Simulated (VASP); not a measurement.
# Si2Ni (P1) in VASP: single point with PBE

Aim: the single point of Si2Ni with PBE.

Program: VASP 6.6.1. These are calculated values, not measurements. Logs are shortened: lines on timing, memory, paths and dates and some standing lists are left out, and cuts for length are marked.

## Step 1: The cell of the first run

The typed cell holds 3 atoms: a = 3.816 Å, b = 3.832 Å, c = 3.828 Å, α = 60.85°, β = 60.17°, γ = 60.25°.

## Step 2: Single point, PBE, collinear spin, ferromagnetic start

The input, INCAR:

```
ALGO = Normal
EDIFF = 1E-7
ENCUT = 520
GGA = PE
ISIF = 2
ISMEAR = -1
ISPIN = 2
LASPH = T
LCHARG = F
LMAXMIX = 4
LORBIT = 11
LREAL = F
LWAVE = F
MAGMOM = 0 0 2
NBANDS = 20
NELM = 150
PREC = Accurate
SIGMA = 0.15
```

The input, KPOINTS:

```
k-points
0
Gamma
  5 5 5
```

The input, POSCAR:

```
Si2Ni
1.0
   -0.0039300000      2.6993300000      2.6974100000
    2.6991800000     -0.0259600000      2.7194400000
    2.6953200000      2.7175000000     -0.0221100000
Si Ni
2 1
Direct
    0.2615800000      0.1781300000      0.2651800000
    0.7355300000      0.7646100000      0.7565500000
    0.0149100000      0.9536100000      0.9961200000
```

Potentials or basis: VASP PAW PBE potentials, release 64 (Si, Ni).

Started as:

```bash
cat potpaw_PBE.64/Si/POTCAR potpaw_PBE.64/Ni/POTCAR > POTCAR
mpirun -np 1 vasp_std > vasp.out
```

OUTCAR:

```text
EDIFF = 1E-7
   ENCUT = 520
   GGA = PE
   ISIF = 2
   ISMEAR = -1
   ISPIN = 2
   LASPH = T
   LORBIT = 11
   LREAL = F
   NELM = 150
   PREC = Accurate

 ion  position               nearest neighbor table
   1  0.262  0.178  0.265-   3 2.30   3 2.31   3 2.35   3 2.45   2 2.50   2 2.56   2 2.64   2 2.83
                             2 2.89   2 2.92
   2  0.736  0.765  0.757-   3 2.21   3 2.26   3 2.40   1 2.50   3 2.56   1 2.56   1 2.64   1 2.83
                             1 2.89   1 2.92
   3  0.015  0.954  0.996-   2 2.21   2 2.26   1 2.30   1 2.31   1 2.35   2 2.40   1 2.45   2 2.56

  LATTYP: Found a triclinic cell.
 ALAT       =     6.6266300523
 B/A-ratio  =     0.5792618086
 C/A-ratio  =     1.4093622826
 COS(alpha) =     0.0000427986
 COS(beta)  =     0.4699425048
 COS(gamma) =     0.8665499951

  Lattice vectors:

 A1 = (   2.7070400000,  -5.4246200000,  -2.6753800000)
 A2 = (   2.7031100000,  -2.7252900000,   0.0220300000)
 A3 = (  -5.3905700000,  -5.3908700000,  -5.3947400000)

Analysis of symmetry for initial positions (statically):
=====================================================================
 Subroutine PRICEL returns:
 Original cell was already a primitive cell.

 Routine SETGRP: Setting up the symmetry group for a
 triclinic supercell.

 Subroutine GETGRP returns: Found  1 space group operations
 (whereof  1 operations were pure point group operations)
 out of a pool of  2 trial point group operations.

The static configuration has the point symmetry C_1 .

Analysis of symmetry for dynamics (positions and initial velocities):
=====================================================================
 Subroutine PRICEL returns:
 Original cell was already a primitive cell.

 Routine SETGRP: Setting up the symmetry group for a
 triclinic supercell.

 Subroutine GETGRP returns: Found  1 space group operations
 (whereof  1 operations were pure point group operations)
 out of a pool of  2 trial point group operations.

The dynamic configuration has the point symmetry C_1 .

Analysis of structural, dynamic, and magnetic symmetry:
=====================================================================
 Subroutine PRICEL returns:
 Original cell was already a primitive cell.

 Routine SETGRP: Setting up the symmetry group for a
 triclinic supercell.

 Subroutine GETGRP returns: Found  1 space group operations
 (whereof  1 operations were pure point group operations)
 out of a pool of  2 trial point group operations.

The overall configuration has the point symmetry C_1 .

 Subroutine INISYM returns: Found  1 space group operations
 (whereof  1 operations are pure point group operations),
 and found     1 'primitive' translations

----------------------------------------------------------------------------------------

                                     Primitive cell

  volume of cell :      39.9499

  direct lattice vectors                    reciprocal lattice vectors
    -0.003930000  2.699330000  2.697410000    -0.184969384  0.184967774  0.185357068
     2.699180000 -0.025960000  2.719440000     0.184979137 -0.181985445  0.182384487
     2.695320000  2.717500000 -0.022110000     0.185499712  0.182515767 -0.182375416

  length of vectors
     3.816073715  3.831657671  3.827537721     0.320599428  0.317175164  0.317778131

  position of ions in fractional coordinates (direct lattice)
     0.261580000  0.178130000  0.265180000
     0.735530000  0.764610000  0.756550000
     0.014910000  0.953610000  0.996120000

  ion indices of the primitive-cell ions
   primitive index   ion index
                 1           1
                 2           2
                 3           3

----------------------------------------------------------------------------------------

 KPOINTS: k-points

Automatic generation of k-mesh.
 Grid dimensions read from file:
 generate k-points for:    5    5    5

 Generating k-lattice:

  Cartesian coordinates                     Fractional coordinates (reciprocal lattice)
    -0.036993877  0.036993555  0.037071414     0.200000000  0.000000000 -0.000000000
     0.036995827 -0.036397089  0.036476897     0.000000000  0.200000000 -0.000000000
     0.037099942  0.036503153 -0.036475083     0.000000000  0.000000000  0.200000000

  Length of vectors
     0.064119886  0.063435033  0.063555626

  Shift w.r.t. Gamma in fractional coordinates (k-lattice)
     0.000000000  0.000000000  0.000000000

 Subroutine IBZKPT returns following result:
 ===========================================

 Found     63 irreducible k-points:

 Following reciprocal coordinates:
            Coordinates               Weight
  0.000000  0.000000  0.000000      1.000000
  0.200000 -0.000000  0.000000      2.000000
  0.400000  0.000000  0.000000      2.000000
  0.000000  0.200000 -0.000000      2.000000
  0.200000  0.200000 -0.000000      2.000000
  0.400000  0.200000 -0.000000      2.000000
[... 16 lines left out ...]
 -0.200000  0.200000  0.200000      2.000000
  0.000000  0.400000  0.200000      2.000000
 [... further k-points ...]
   k-points           NKPTS =     63   k-points in BZ     NKDIM =     63   number of bands    NBANDS=     20
   number of dos      NEDOS =    301   number of ions     NIONS =      3
   total plane-waves  NPLWV =  21952
   dimension x,y,z NGX =    28 NGY =   28 NGZ =   28
   dimension x,y,z NGXF=    56 NGYF=   56 NGZF=   56
   ions per type =               2   1
   NGX,Y,Z   is equivalent  to a cutoff of  12.20, 12.15, 12.16 a.u.
   NGXF,Y,Z  is equivalent  to a cutoff of  24.40, 24.30, 24.32 a.u.
 SYSTEM =  unknown system
   PREC   = accura    normal or accurate (medium, high low for compatibility)
   ISTART =      0    job   : 0-new  1-cont  2-samecut
   ICHARG =      2    charge: 1-file 2-atom 10-const
   ISPIN  =      2    spin polarized calculation?
   LNONCOLLINEAR =      F non collinear calculations
   LSORBIT =      F    spin-orbit coupling
   LASPH  =      T    aspherical Exc in radial PAW
   ENCUT  =  520.0 eV  38.22 Ry    6.18 a.u.   7.10  7.12  7.12*2*pi/ulx,y,z
   NELM   =    150;   NELMIN=  2; NELMDL= -5     # of ELM steps
   EDIFF  = 0.1E-06   stopping-criterion for ELM
   LREAL  =      F    real-space projection
   EDIFFG = 0.1E-05   stopping-criterion for IOM
   NSW    =      0    number of steps for IOM
   IBRION =     -1    ionic relax: 0-MD 1-quasi-New 2-CG
   NFREE  =      0    steps in history (QN), initial steepest desc. (CG)
   ISIF   =      2    stress and relaxation
   ISYM   =      2    0-nonsym 1-usesym 2-fastsym
   POTIM  = 0.5000    time-step for ionic-motion
   TEBEG  =    0.0;   TEEND  =   0.0 temperature during run
   PSTRESS=    0.0 pullay stress
   NELECT =      18.0000    total number of electrons
   NUPDOWN=      -1.0000    fix difference up-down
   EMIN   =  10.00;   EMAX   =-10.00  energy-range for DOS
   EFERMI =   0.00;   METHOD = LEGACY
   ISMEAR =    -1;   SIGMA  =   0.15  broadening in eV -4-tet -1-fermi 0-gaus
   EFERMI_NEDOS =   21; number of points for ismear=-14 and -15
   IALGO  =     38    algorithm
   IMIX   =      4    mixing-type and parameters
     AMIX     =   0.40;   BMIX     =  1.00
     AMIX_MAG =   1.60;   BMIX_MAG =  1.00
  volume/ion in A,a.u.               =      13.32        89.87
  Fermi-wavevector in a.u.,A,eV,Ry     =   1.255049  2.371698 21.431173  1.575147
  Thomas-Fermi vector in A             =   2.388824
   LORBIT       =     11    0 simple, 1 ext, 2 COOP (PROOUT), +10 PAW based schemes
   GGA     = PE    functional components
   LHFCALC =     F    Hartree Fock is set to
   AEXX    =    0.0000 exact exchange contribution
   IVDW    =     0    specifies the selected vdW correction
   LEPSILON=     F    determine dielectric tensor
   LRPA    =     F    only Hartree local field effects (RPA)
 spin polarized calculation
  energy-cutoff  :      520.00
  volume of cell :       39.95
 maximum number of plane-waves:      1084
   NGX = 15   NGY = 15   NGZ = 15

 number of electron      17.9999996 magnetization       0.0000800

 number of electron      17.9999996 magnetization      -0.0000104

 Free energy of the ion-electron system (eV)
  ---------------------------------------------------
  ext. energy  EPLUGINS =         0.00000000
  ---------------------------------------------------
  free energy    TOTEN  =       -17.09229810 eV

  energy without entropy =      -17.00597942  energy(sigma->0) =      -17.04913876

 E-fermi :  10.1908     XC(G=0): -11.5213

 val. band max:       10.1617859726   @ k =   0.0000  -0.4000   0.4000
 cond. band min:      10.2103991841   @ k =  -0.4000   0.4000   0.0000
 fundamental gap:      0.0486132114
 Fermi energy:        10.1907819297

 spin component 1

 k-point     1 :       0.0000    0.0000    0.0000
  band No.  band energies     occupation
      1      -3.5360      1.00000
      2       4.8994      1.00000
      3       4.9831      1.00000
      4       5.3525      1.00000
      5       6.7649      1.00000
      6       6.8468      1.00000
[... 12 lines left out ...]
     19      19.2139      0.00000
[... 513 lines left out ...]
      4       5.2073      1.00000
      5       6.2460      1.00000
      6       7.0419      1.00000
[... 12 lines left out ...]
     19      23.4967      0.00000
     20      23.9018      0.00000

 [... further k-points ...]

 spin component 2

 k-point     1 :       0.0000    0.0000    0.0000
  band No.  band energies     occupation
      1      -3.5360      1.00000
      2       4.8995      1.00000
      3       4.9831      1.00000
      4       5.3525      1.00000
      5       6.7649      1.00000
      6       6.8468      1.00000
[... 12 lines left out ...]
     19      19.2139      0.00000
[... 513 lines left out ...]
      4       5.2073      1.00000
      5       6.2460      1.00000
      6       7.0419      1.00000
[... 12 lines left out ...]
     19      23.4967      0.00000
     20      23.9018      0.00000

 [... further k-points ...]

------------------------ aborting loop because EDIFF is reached ----------------------------------------

  FORCE on cell =-STRESS in cart. coord.  units (eV):
  Direction    XX          YY          ZZ          XY          YZ          ZX
  --------------------------------------------------------------------------------------
  -------------------------------------------------------------------------------------
  Total        1.5743587      1.1014763      1.3221284      1.2060706      1.9981383     -0.3604816
  in kB       63.1391610     44.1743628     53.0235448     48.3690848     80.1347094    -14.4570023
  external PRESSURE =      53.4456895 kB  Pullay stress =       0.0000000 kB

 VOLUME and BASIS-vectors are now :
 -----------------------------------------------------------------------------
  energy-cutoff  :      520.00
  volume of cell :       39.95
      direct lattice vectors                 reciprocal lattice vectors
    -0.003930000  2.699330000  2.697410000    -0.184969384  0.184967774  0.185357068
     2.699180000 -0.025960000  2.719440000     0.184979137 -0.181985445  0.182384487
     2.695320000  2.717500000 -0.022110000     0.185499712  0.182515767 -0.182375416

 POSITION                                       TOTAL-FORCE (eV/Angst)
 -----------------------------------------------------------------------------------
      1.19452      1.42209      1.18414         0.829685     -0.381333      0.802655
      4.10007      4.02151      4.04661        -1.656101      0.170398     -0.733222
      5.25877      2.72245      2.61148         0.826415      0.210935     -0.069434
 -----------------------------------------------------------------------------------
    total drift:                                0.000038      0.000121     -0.000275

  FREE ENERGIE OF THE ION-ELECTRON SYSTEM (eV)
  ---------------------------------------------------
  free  energy   TOTEN  =       -17.0922981000 eV

  energy  without entropy=      -17.0059794209  energy(sigma->0) =      -17.04913876

 total charge

# of ion       s       p       d       tot
------------------------------------------
    1        0.743   0.852   0.000   1.595
    2        0.747   0.854   0.000   1.601
    3        0.559   0.792   8.453   9.805
--------------------------------------------------
tot          2.050   2.498   8.453  13.001

 magnetization (x)

# of ion       s       p       d       tot
------------------------------------------
    1        0.000  -0.000   0.000  -0.000
    2        0.000  -0.000   0.000  -0.000
    3        0.000  -0.000   0.000   0.000
--------------------------------------------------
tot          0.000  -0.000   0.000   0.000
```

It took 2.5 min on 1 thread of Intel Xeon 6975P-C, shared host; peak memory 0.22 GiB.

Results:

| Item | Value |
| --- | --- |
| Free energy | -17.0923 eV |
| Pressure | 5.3 GPa |
| Largest force | 1.819 eV/Å |
| Band gap on the k mesh | zero (filled and empty bands overlap) |
| Net moment | 0.00 μB per cell |
| Valence electrons inside the program's atomic spheres | Si 1.59, 1.60; Ni 9.80 |

Forces in eV/Å, atoms in the order of the input:
```
Si   0.830 -0.381  0.803
Si  -1.656  0.170 -0.733
Ni   0.826  0.211 -0.069
```

Caveat: the k points lie up to 0.40 Å⁻¹ apart; the starting moments collapsed, and a magnetic state may lie lower; forces of over 1 eV/Å act on the atoms, so gaps and moduli don't describe the material at rest.
